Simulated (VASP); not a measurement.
Here is a VASP 6.6.1 calculation.

Contents of INCAR:

```
PREC = Accurate
ENCUT = 570
EDIFF = 1E-6
ISMEAR = 0
SIGMA = 0.15
LREAL = F
LASPH = T
NELM = 120
ALGO = Normal
ISIF = 2
LWAVE = F
LCHARG = F
NBANDS = 15
GGA_COMPAT = F
```

File KPOINTS:

```
regular mesh
0
Gamma
  22 22 22
```

File POSCAR:

```
Pt
1.0
   -1.9630314943      1.5766195848      1.5766195848
    1.5766195848     -1.9630314943      1.5766195848
    1.5766195848      1.5766195848     -1.9630314943
Pt
1
Direct
    0.0000000000      0.0000000000      0.0000000000
```

Potentials or basis: VASP PAW LDA potentials, release 64 (Pt_sv_GW).

Run with:

```bash
$ cat potpaw_LDA.64/Pt_sv_GW/POTCAR > POTCAR
$ mpirun -np 1 vasp_std > vasp.out
```

Estimate the pressure.

101.3 GPa.

Predict the band gap on the k mesh.

zero (bands 9 and 10 overlap by 5.73 eV).

Stress tensor (GPa, compression positive):
```
101.27 108.18 108.18
108.18 101.27 108.18
108.18 108.18 101.27
```

Caveat: the cell stands under pressure; spin-orbit coupling is left out, which moves the levels of the heavy elements.
